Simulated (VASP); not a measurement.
Set up this calculation in VASP 6.6.1, as the native input.

- Task: single point
- Functional: PBE
- Potentials or basis: VASP PAW PBE potentials, release 64 (La, O_h)
- Cutoff: 1340 eV
- k mesh: 6 × 6 × 6
- Occupations: gaussian, width 0.2 eV
- Spin: no spin polarisation
- Dipole correction: no
- Further INCAR settings: ALGO = Normal; EDIFF = 1e-06; NBANDS = 32

The structure of LaO6 lies in POSCAR:

```
LaO6
1.0
    4.6930219053      0.0000000000      0.0000000000
    0.0000000000      4.6930219053      0.0000000000
    0.0000000000      0.0000000000      4.6930219053
La O
1 6
Direct
    0.0000000000      0.0000000000      0.0000000000
    0.8595631389      0.5000000000      0.5000000000
    0.1404368611      0.5000000000      0.5000000000
    0.5000000000      0.5000000000      0.8595631389
    0.5000000000      0.5000000000      0.1404368611
    0.5000000000      0.1404368611      0.5000000000
    0.5000000000      0.8595631389      0.5000000000
```

One way to write it, as run:

INCAR

```
SYSTEM = LaO6
ALGO = Normal
EDIFF = 1E-6
ENCUT = 1340
GGA = PE
GGA_COMPAT = .False.
ISIF = 2
ISMEAR = 0
LASPH = .True.
LCHARG = .False.
LMAXMIX = 6
LREAL = .False.
LWAVE = .False.
NBANDS = 32
NELM = 200
PREC = Accurate
SIGMA = 0.2
```

KPOINTS

```
k-points
0
Gamma
  6 6 6
  0 0 0
```

Potentials or basis: VASP PAW PBE potentials, release 64 (La, O_h).

Launch:

```sh
$ cat potpaw_PBE.64/La/POTCAR potpaw_PBE.64/O_h/POTCAR > POTCAR
$ mpirun -np 1 vasp_std > vasp.out
```

Results of the run:

- Pressure: -0.2 GPa
- Band gap on the k mesh: zero (an odd number of electrons rules out a gap without spin polarisation)

Caveat: spin-orbit coupling is left out, which moves the levels of the heavy elements; an odd number of electrons without spin polarisation forces a metal; a magnetic or distorted state may lie lower.

It took 8.9 min on 1 thread of Intel(R) Xeon(R) Platinum 8259CL CPU @ 2.50GHz (Skylake/Cascade Lake) (shared host), peak memory 0.6 GiB.
